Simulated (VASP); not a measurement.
# Cs in VASP: single point with PBE

Aim: the single point of Cs with PBE.

Everything below comes from runs of VASP 6.6.1. Logs are shortened: lines on timing, memory, paths and dates and some standing lists are left out, and cuts for length are marked.

### 1 The cell of the first run

The cell holds a single atom in a box, 1 atom: a = 14.000 Å, b = 14.400 Å, c = 14.800 Å, α = 90.00°, β = 90.00°, γ = 90.00°.

### 2 Single point, PBE, collinear spin

The input, INCAR:

```
SYSTEM = Cs
  PREC = Accurate
  ENCUT = 520
  EDIFF = 1E-6
  ISMEAR = -1
  SIGMA = 0.01
  LREAL = .FALSE.
  LASPH = .TRUE.
  NELM = 150
  ALGO = Normal
  ISIF = 2
  LWAVE = .FALSE.
  LCHARG = .FALSE.
  ISPIN = 2
  MAGMOM = 0.987
  LORBIT = 11
  GGA = PE
  NBANDS = 14
  ISYM = 0
```

The input, KPOINTS:

```
regular mesh
0
G
  1 1 1
  0 0 0
```

The input, POSCAR:

```
Cs
1.0
   14.0000000000      0.0000000000      0.0000000000
    0.0000000000     14.4000000000      0.0000000000
    0.0000000000      0.0000000000     14.8000000000
Cs
1
Direct
    0.5000000000      0.5000000000      0.5000000000
```

Potentials or basis: VASP PAW PBE potentials, release 64 (Cs_sv).

Launch:

```console
> cat potpaw_PBE.64/Cs_sv/POTCAR > POTCAR
> mpirun -np 1 vasp_gam > vasp.out
```

OUTCAR:

```text
SYSTEM = Cs
   PREC = Accurate
   ENCUT = 520
   EDIFF = 1E-6
   ISMEAR = -1
   LREAL = .FALSE.
   LASPH = .TRUE.
   NELM = 150
   ISIF = 2
   ISPIN = 2
   LORBIT = 11
   GGA = PE
   ISYM = 0

 ion  position               nearest neighbor table
   1  0.500  0.500  0.500-

IMPORTANT INFORMATION: All symmetrisations will be switched off!
NOSYMM: (Re-)initialisation of all symmetry stuff for point group C_1.

----------------------------------------------------------------------------------------

                                     Primitive cell

  volume of cell :    2983.6800

  direct lattice vectors                    reciprocal lattice vectors
    14.000000000  0.000000000  0.000000000     0.071428571  0.000000000  0.000000000
     0.000000000 14.400000000  0.000000000     0.000000000  0.069444444  0.000000000
     0.000000000  0.000000000 14.800000000     0.000000000  0.000000000  0.067567568

  length of vectors
    14.000000000 14.400000000 14.800000000     0.071428571  0.069444444  0.067567568

  position of ions in fractional coordinates (direct lattice)
     0.500000000  0.500000000  0.500000000

  ion indices of the primitive-cell ions
   primitive index   ion index
                 1           1

----------------------------------------------------------------------------------------

 KPOINTS: regular mesh

Automatic generation of k-mesh.
 Grid dimensions read from file:
 generate k-points for:    1    1    1

 Generating k-lattice:

  Cartesian coordinates                     Fractional coordinates (reciprocal lattice)
     0.071428571  0.000000000  0.000000000     1.000000000  0.000000000  0.000000000
     0.000000000  0.069444444  0.000000000     0.000000000  1.000000000  0.000000000
     0.000000000  0.000000000  0.067567568     0.000000000  0.000000000  1.000000000

  Length of vectors
     0.071428571  0.069444444  0.067567568

  Shift w.r.t. Gamma in fractional coordinates (k-lattice)
     0.000000000  0.000000000  0.000000000

 Subroutine IBZKPT returns following result:
 ===========================================

 Found      1 irreducible k-points:

 Following reciprocal coordinates:
            Coordinates               Weight
  0.000000  0.000000  0.000000      1.000000
   k-points           NKPTS =      1   k-points in BZ     NKDIM =      1   number of bands    NBANDS=     14
   number of dos      NEDOS =    301   number of ions     NIONS =      1
   total plane-waves  NPLWV = ******
   dimension x,y,z NGX =   108 NGY =  108 NGZ =  112
   dimension x,y,z NGXF=   216 NGYF=  216 NGZF=  224
   ions per type =               1
   NGX,Y,Z   is equivalent  to a cutoff of  12.82, 12.47, 12.58 a.u.
   NGXF,Y,Z  is equivalent  to a cutoff of  25.65, 24.94, 25.16 a.u.
 SYSTEM =  Cs
   PREC   = accura    normal or accurate (medium, high low for compatibility)
   ISTART =      0    job   : 0-new  1-cont  2-samecut
   ICHARG =      2    charge: 1-file 2-atom 10-const
   ISPIN  =      2    spin polarized calculation?
   LNONCOLLINEAR =      F non collinear calculations
   LSORBIT =      F    spin-orbit coupling
   LASPH  =      T    aspherical Exc in radial PAW
   ENCUT  =  520.0 eV  38.22 Ry    6.18 a.u.  26.03 26.77 27.52*2*pi/ulx,y,z
   NELM   =    150;   NELMIN=  2; NELMDL= -5     # of ELM steps
   EDIFF  = 0.1E-05   stopping-criterion for ELM
   LREAL  =      F    real-space projection
   EDIFFG = 0.1E-04   stopping-criterion for IOM
   NSW    =      0    number of steps for IOM
   IBRION =     -1    ionic relax: 0-MD 1-quasi-New 2-CG
   NFREE  =      0    steps in history (QN), initial steepest desc. (CG)
   ISIF   =      2    stress and relaxation
   ISYM   =      0    0-nonsym 1-usesym 2-fastsym
   POTIM  = 0.5000    time-step for ionic-motion
   TEBEG  =    0.0;   TEEND  =   0.0 temperature during run
   PSTRESS=    0.0 pullay stress
   NELECT =       9.0000    total number of electrons
   NUPDOWN=      -1.0000    fix difference up-down
   EMIN   =  10.00;   EMAX   =-10.00  energy-range for DOS
   EFERMI =   0.00;   METHOD = LEGACY
   ISMEAR =    -1;   SIGMA  =   0.01  broadening in eV -4-tet -1-fermi 0-gaus
   EFERMI_NEDOS =   21; number of points for ismear=-14 and -15
   IALGO  =     38    algorithm
   IMIX   =      4    mixing-type and parameters
     AMIX     =   0.40;   BMIX     =  1.00
     AMIX_MAG =   1.60;   BMIX_MAG =  1.00
  volume/ion in A,a.u.               =    2983.68     20134.87
  Fermi-wavevector in a.u.,A,eV,Ry     =   0.236540  0.446996  0.761263  0.055951
  Thomas-Fermi vector in A             =   1.037066
   LORBIT       =     11    0 simple, 1 ext, 2 COOP (PROOUT), +10 PAW based schemes
   GGA     = PE    functional components
   LHFCALC =     F    Hartree Fock is set to
   AEXX    =    0.0000 exact exchange contribution
   IVDW    =     0    specifies the selected vdW correction
   LEPSILON=     F    determine dielectric tensor
   LRPA    =     F    only Hartree local field effects (RPA)
 spin polarized calculation
  energy-cutoff  :      520.00
  volume of cell :     2983.68
 maximum number of plane-waves:     40220
 NGX is ok and might be reduce to   108
   NGX = 53   NGY = 53   NGZ = 55

 number of electron       8.9999999 magnetization       1.0000006

 Free energy of the ion-electron system (eV)
  ---------------------------------------------------
  ext. energy  EPLUGINS =         0.00000000
  ---------------------------------------------------
  free energy    TOTEN  =        -0.13753593 eV

  energy without entropy =       -0.13753593  energy(sigma->0) =       -0.13753593

 E-fermi :  -1.8391     XC(G=0):  -0.5981

 val. band max:       -2.1463790119   @ k =   0.0000   0.0000   0.0000
 cond. band min:      -1.4263013707   @ k =   0.0000   0.0000   0.0000
 fundamental gap:      0.7200776411
 Fermi energy:        -1.8391089050

 spin component 1

 k-point     1 :       0.0000    0.0000    0.0000
  band No.  band energies     occupation
      1     -26.5865      1.00000
      2     -13.3962      1.00000
      3     -13.3961      1.00000
      4     -13.3958      1.00000
      5      -2.1464      1.00000
      6      -0.7111      0.00000
      7      -0.7017      0.00000
      8      -0.6905      0.00000
      9      -0.4481      0.00000
     10      -0.4414      0.00000
     11      -0.3743      0.00000
     12      -0.3720      0.00000
     13      -0.3703      0.00000
     14      -0.2702      0.00000
 Fermi energy:        -1.8391089050

 spin component 2

 k-point     1 :       0.0000    0.0000    0.0000
  band No.  band energies     occupation
      1     -26.5445      1.00000
      2     -13.3108      1.00000
      3     -13.3105      1.00000
      4     -13.3102      1.00000
      5      -1.4263      0.00000
      6       0.2072      0.00000
      7       0.2086      0.00000
      8       0.2297      0.00000
      9       0.2426      0.00000
     10       0.2438      0.00000
     11       0.2457      0.00000
     12       0.2471      0.00000
     13       0.2567      0.00000
     14       0.2575      0.00000

------------------------ aborting loop because EDIFF is reached ----------------------------------------

  FORCE on cell =-STRESS in cart. coord.  units (eV):
  Direction    XX          YY          ZZ          XY          YZ          ZX
  --------------------------------------------------------------------------------------
  -------------------------------------------------------------------------------------
  Total       -0.0347252     -0.0271221     -0.0221519      0.0000002     -0.0000002      0.0000003
  in kB       -0.0186468     -0.0145641     -0.0118951      0.0000001     -0.0000001      0.0000002
  external PRESSURE =      -0.0150353 kB  Pullay stress =       0.0000000 kB

 VOLUME and BASIS-vectors are now :
 -----------------------------------------------------------------------------
  energy-cutoff  :      520.00
  volume of cell :     2983.68
      direct lattice vectors                 reciprocal lattice vectors
    14.000000000  0.000000000  0.000000000     0.071428571  0.000000000  0.000000000
     0.000000000 14.400000000  0.000000000     0.000000000  0.069444444  0.000000000
     0.000000000  0.000000000 14.800000000     0.000000000  0.000000000  0.067567568

 POSITION                                       TOTAL-FORCE (eV/Angst)
 -----------------------------------------------------------------------------------
      7.00000      7.20000      7.40000        -0.000000      0.000000      0.000000
 -----------------------------------------------------------------------------------
    total drift:                               -0.000000      0.000000      0.000000

  FREE ENERGIE OF THE ION-ELECTRON SYSTEM (eV)
  ---------------------------------------------------
  free  energy   TOTEN  =        -0.1375359270 eV

  energy  without entropy=       -0.1375359270  energy(sigma->0) =       -0.13753593

 total charge

# of ion       s       p       d       tot
------------------------------------------
    1        1.860   4.674   0.000   6.534

 magnetization (x)

# of ion       s       p       d       tot
------------------------------------------
    1        0.036  -0.016   0.000   0.020
```

Run time: 5.5 min. Hardware: 1 thread of Intel Xeon 6975P-C (Granite Rapids), shared host; peak memory 2.7 GiB.

Results:

```yaml
Free_energy: -0.1375 eV
Pressure: 0.0 GPa
Band_gap_on_the_k_mesh: 0.72 eV
Net_moment: 1.00 μB per cell
Valence_electrons_inside_the_program's_atomic_spheres: Cs 6.53
```

Caveat: spin-orbit coupling is left out, which moves the levels of the heavy elements.
